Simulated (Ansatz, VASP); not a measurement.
# BaS: VASP beside Ansatz

```xyz
2
Lattice="0.0000 3.2129 3.2129 3.2129 0.0000 3.2129 3.2129 3.2129 0.0000" Properties=species:S:1:pos:R:3 pbc="T T T"
Ba    3.2129    3.2129    3.2129
S     0.0000    0.0000    0.0000
```

Alike in both runs: task single point; functional PBEsol; k mesh 6 × 6 × 6; occupations gaussian, width 0.05 eV; non-collinear spin, spin-orbit coupling.

|  | VASP | Ansatz |
| --- | --- | --- |
| version | VASP 6.6.1 | Ansatz 0.2.0 |
| potentials or method | VASP PAW PBE potentials, release 64 (Ba_sv, S), cutoff 520 eV | plane waves, PAW |
| valence electrons in the cell | 16 | 16 |

VASP gave:

- pressure (GPa): -1.3
- net moment per atom (μB): 0.00

Problem. What did Ansatz give for the same quantities?

Solution. Pressure (GPa): -1.9; net moment per atom (μB): 0.00.

VASP's potentials were made for PBE, not for PBEsol. With one functional, cell and mesh, what is left measures potentials, basis and numerics.
